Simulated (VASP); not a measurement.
AlN, 4 atoms in the cell. The typed cell holds 4 atoms: a = 3.130 Å, b = 3.130 Å, c = 5.017 Å, α = 90.00°, β = 90.00°, γ = 120.00°. 

| Quantity | Value |
| --- | --- |
| Program | VASP 6.6.1 |
| Task | single point |
| Functional | PBE |
| Potentials or basis | VASP PAW PBE potentials, release 64 (Al, N) |
| Cutoff | 600 eV |
| k mesh | 10 × 10 × 6 |
| Occupations | fermi-dirac, width 0.01 eV |
| Spin | no spin polarisation |
| Dipole correction | no |
| Further INCAR settings | ALGO = Normal; EDIFF = 1e-06; NBANDS = 16 |

Potentials or basis: VASP PAW PBE potentials, release 64 (Al, N).

Run with:

```console
$ cat potpaw_PBE.64/Al/POTCAR potpaw_PBE.64/N/POTCAR > POTCAR
$ mpirun -np 1 vasp_std > vasp.out
```

Hardware: 1 thread of Intel(R) Xeon(R) 6975P-C (Granite Rapids) (shared host).

Task: Estimate the wall time of this run.

Result: It took 52 s on 1 thread of Intel(R) Xeon(R) 6975P-C (Granite Rapids), with other jobs on the host, peak memory 0.26 GiB. Counts: scf iterations 13, k points 172.
